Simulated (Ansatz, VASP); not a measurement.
## C in VASP and in Ansatz

```
C
1.0
     2.45873    0.00000    0.00000
    -1.22937    2.12933    0.00000
     0.00000    0.00000    7.24581
C
4
Direct
  0.95119 0.13336 0.00250
  0.04881 0.86664 0.50250
  0.28451 0.80004 0.00250
  0.71549 0.19996 0.50250
```

Change from the starting cell: mode 4 frozen in at -0.284 Å and mode 5 at +0.284 Å (largest displacements).

Alike in both runs: task single point; functional PBEsol; k mesh 18 × 18 × 6; occupations gaussian, width 0.15 eV; no spin polarisation.

```csv
,VASP,Ansatz
version,VASP 6.6.1,Ansatz 0.2.0
potentials or method,"VASP PAW PBE potentials, release 64 (C), cutoff 520 eV","scalar-relativistic, plane waves, PAW"
valence electrons in the cell,16,16
```

VASP gave:

* gap on the k mesh at the Fermi level (eV): none
* least direct gap on the mesh (eV): 0.00
* pressure (GPa): 0.8
* traceless stress, the component that is largest in VASP (GPa): -0.33
* rms of the force components (eV/Å): 0.007

Question: Which values does Ansatz return?

Answer: gap on the k mesh at the Fermi level (eV): none; least direct gap on the mesh (eV): 0.00; pressure (GPa): 0.1; traceless stress, the component that is largest in VASP (GPa): 0.42; rms of the force components (eV/Å): 0.006.

VASP's potentials were made for PBE, not for PBEsol, and Ansatz warns of the same on its side. Atom by atom the forces differ by 0.000 eV/Å (rms over components). A gap of «none» marks a metal or a gap that the smearing closes. The functional is the same, so the differences come from potentials, cutoffs and numerics.

A gap of «none» marks a metal or a gap under the smearing width.
